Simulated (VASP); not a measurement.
Here is a VASP 6.6.1 calculation.

File INCAR:

```
SYSTEM = HCl
  ALGO = Normal
  EDIFF = 1E-7
  ENCUT = 520
  GGA = PE
  ISIF = 2
  ISMEAR = -1
  IVDW = 12
  LASPH = .TRUE.
  LCHARG = .FALSE.
  LREAL = Auto
  LWAVE = .FALSE.
  NBANDS = 56
  NELM = 80
  PREC = Accurate
  SIGMA = 0.05
```

Contents of KPOINTS:

```
k-points
0
G
  1 1 1
  0 0 0
```

File POSCAR:

```
HCl
1.0
    7.9895700000      0.0000000000      0.0000000000
    0.0000000000      7.9895700000      0.0000000000
    0.0000000000      0.0000000000      7.9895700000
Cl H
10 10
Direct
    0.3323082469      0.5401667424      0.6470060341
    0.4379209394      0.3826363622      0.2190230513
    0.6276307736     -0.0105888052      1.0060366202
    0.8552400192      0.5044827193      0.8490319254
    0.5355231884      0.8193932840      0.4411000842
   -0.0431437487      0.5509307760      0.3327463180
    0.0561607195      0.1153378718      1.0379657478
    0.1797969102      0.1155131002      0.4945823117
    0.7871136995      0.1521233308      0.6298461619
    0.2894774062      0.7071093939      0.0357466046
    0.3903213815      0.4751569859      0.5147210676
    0.3062492725      0.2764979842      0.2181218764
    0.7214906434      0.0097376955      0.8773813860
    0.8335867888      0.5909829941      0.9883009974
    0.4894381049      0.9267457448      0.5642481385
   -0.1816618416      0.4617770418      0.3079014265
   -0.0465607035      0.2080337240      0.9393121282
    0.1092173922     -0.0309403385      0.4396356750
    0.9531802087      0.1373415591      0.6129616487
    0.2213761191      0.7250828267     -0.1043735771
```

Potentials or basis: VASP PAW PBE potentials, release 64 (Cl, H).

Run with:

```console
$ cat potpaw_PBE.64/Cl/POTCAR potpaw_PBE.64/H/POTCAR > POTCAR
$ mpirun -np 1 vasp_gam > vasp.out
```

Question: What does it give for the dispersion energy per atom?

Answer: -0.061 eV.

Question: What does it give for the largest force?

Answer: 1.922 eV/Å.

Question: Predict the pressure.

Answer: -0.6 GPa.

Question: Estimate the band gap on the k mesh.

Answer: 4.52 eV.

Forces in eV/Å, atoms in the order of the input:
```
Cl  -0.460 -0.126  0.877
Cl  -0.953 -1.109  0.210
Cl  -0.203 -0.163  0.280
Cl  -0.182  0.520  0.807
Cl  -0.279  1.343  0.993
Cl  -0.999 -0.629 -0.249
Cl  -0.799  0.782 -0.915
Cl  -0.623 -1.725 -0.573
Cl   0.542 -0.002 -0.001
Cl   0.254  0.047  0.894
H    0.277 -0.239 -0.838
H    1.108  0.924 -0.068
H    0.134  0.081 -0.261
H    0.180 -0.422 -0.726
H    0.472 -1.166 -1.248
H    0.962  0.582  0.262
H    0.923 -0.614  0.987
H    0.856  1.577  0.512
H   -0.704  0.119 -0.046
H   -0.506  0.220 -0.897
```

Caveat: the k points lie up to 0.79 Å⁻¹ apart.
